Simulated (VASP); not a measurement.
A run of VASP 6.6.1 is set up as follows.

The input INCAR:

```
PREC = Accurate ; ENCUT = 520
EDIFF = 1E-7 ; ISMEAR = 0
SIGMA = 0.05 ; LREAL = False
LASPH = True ; NELM = 150
ALGO = Normal ; ISIF = 2
LWAVE = False ; LCHARG = False
ISPIN = 2 ; MAGMOM = 0.53 0.6
LORBIT = 11 ; LMAXMIX = 4
LDAU = True ; LDAUTYPE = 2
LDAUL = 2 -1 ; LDAUU = 1 0
LDAUJ = 0 0 ; LDAUPRINT = 1
GGA = PE ; NBANDS = 20
```

The input KPOINTS:

```
regular mesh
0
Gamma
  7 7 7
```

File POSCAR:

```
CuO
1.0
    2.5525506100      0.0000000000      0.0000000000
    0.0000000000      2.5525506100      0.0000000000
    0.0000000000      0.0000000000      2.5525506100
Cu O
1 1
Direct
    0.0000000000      0.0000000000      0.0000000000
    0.5000000000      0.5000000000      0.5000000000
```

Potentials or basis: VASP PAW PBE potentials, release 64 (Cu, O).

The run is started by

```sh
$ cat potpaw_PBE.64/Cu/POTCAR potpaw_PBE.64/O/POTCAR > POTCAR
$ mpirun -np 1 vasp_std > vasp.out
```

Predict the site moments.

Cu +0.13; O +0.16 μB.

Predict the pressure.

19.6 GPa.

Predict the net moment.

0.30 μB per cell.

Eigenvalues of the final occupation matrices:
| site | spin | trace | eigenvalues |
| --- | --- | --- | --- |
| site 1 d | 1 | 4.69 | 0.93 0.93 0.93 0.95 0.95 |
| site 1 d | 2 | 4.55 | 0.88 0.88 0.88 0.95 0.95 |

The state reached can hang on the start; a lower one may exist.
